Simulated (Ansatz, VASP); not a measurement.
# SnO2: VASP beside Ansatz

The input INCAR:

```
ALGO     = Normal         # electronic algorithm
EDIFF    = 1E-7           # SCF threshold, eV
ENCUT    = 520            # plane-wave cutoff, eV
GGA      = CA             # functional
ISIF     = 2              # what is computed and relaxed
ISMEAR   = 0              # smearing method
LASPH    = True           # aspherical terms in the spheres
LCHARG   = False          # write CHGCAR
LREAL    = False          # projectors in reciprocal space
LWAVE    = False          # write WAVECAR
NBANDS   = 20             # bands
NELM     = 80             # most SCF steps
PREC     = Accurate       # precision mode
SIGMA    = 0.05           # smearing width, eV
```

KPOINTS

```
k-points
0
Gamma
  12 12 12
```

File POSCAR:

```
SnO2
1.0
    1.6170930752      0.9336291223      5.0166192503
   -1.6170930752      0.9336291223      5.0166192503
    0.0000000000     -1.8672582446      5.0166192503
Sn O
1 2
Direct
    0.5000000000      0.5000000000      0.5000000000
    0.2371700000      0.2371700000      0.2371700000
    0.7628300000      0.7628300000      0.7628300000
```

Input for Ansatz:

```yaml
crystal:
  lattice:
    - [1.6170930752, 0.9336291223, 5.0166192503]
    - [-1.6170930752, 0.9336291223, 5.0166192503]
    - [0.0, -1.8672582446, 5.0166192503]
  atoms:
    - { symbol: Sn, position: [0.5, 0.5, 0.5] }
    - { symbol: O, position: [0.23717, 0.23717, 0.23717] }
    - { symbol: O, position: [0.76283, 0.76283, 0.76283] }
basis:
  ecutwfc: 420
kpoints:
  mp_grid: { grid: [12, 12, 12] }
hamiltonian:
  xc: lda
scf:
  occupations: { method: gaussian, width: 0.05 }
output:
  forces: true
  stress: true
  eigenvalues: true
```

Change from the starting cell: strain +0.0450 x Voigt [0, 0, 1, 0, 0, 0], atoms carried along.

Alike in both runs: task single point; functional LDA; k mesh 12 × 12 × 12; occupations gaussian, width 0.05 eV; no spin polarisation.

```csv
,VASP,Ansatz
version,VASP 6.6.1,Ansatz 0.2.0
potentials or method,"VASP PAW LDA potentials, release 64 (Sn_d, O), cutoff 520 eV","scalar-relativistic, plane waves, PAW"
valence electrons in the cell,26,26
```

```csv
,VASP,Ansatz,Ansatz less VASP
gap on the k mesh at the Fermi level (eV),1.79,1.80,+0.006
least direct gap on the mesh (eV),1.92,1.92,-0.001
pressure (GPa),-11.3,-11.9,-0.63
"traceless stress, the component that is largest in VASP (GPa)",0.30,0.69,+0.386
rms of the force components (eV/Å),0.556,0.583,+0.0273
```

LDA's correlation is that of Perdew and Zunger in VASP and of Perdew and Wang (1992) in Ansatz. Atom by atom the forces differ by 0.027 eV/Å (rms over components).
